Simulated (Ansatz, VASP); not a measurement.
## K2S: VASP beside Ansatz

```
K S
1.0
     0.00000    3.69550    3.69550
     3.69550    0.00000    3.69550
     3.69550    3.69550    0.00000
K S
2 1
Direct
  0.25000 0.25000 0.25000
  0.75000 0.75000 0.75000
  0.00000 0.00000 0.00000
```

Alike in both runs: task single point; functional LDA; k mesh 4 × 4 × 4; occupations gaussian, width 0.1 eV; no spin polarisation.

|  | VASP | Ansatz |
| --- | --- | --- |
| version | VASP 6.6.1 | Ansatz 0.2.0 |
| potentials or method | VASP PAW LDA potentials, release 64 (K_sv, S), cutoff 500 eV | scalar-relativistic, plane waves, PAW |
| valence electrons in the cell | 24 | 24 |

|  | VASP | Ansatz | Ansatz less VASP |
| --- | --- | --- | --- |
| gap on the k mesh at the Fermi level (eV) | 2.12 | 2.12 | -0.006 |
| least direct gap on the mesh (eV) | 2.34 | 2.33 | -0.005 |
| pressure (GPa) | -1.6 | -1.6 | -0.05 |

LDA's correlation is that of Perdew and Zunger in VASP and of Perdew and Wang (1992) in Ansatz.
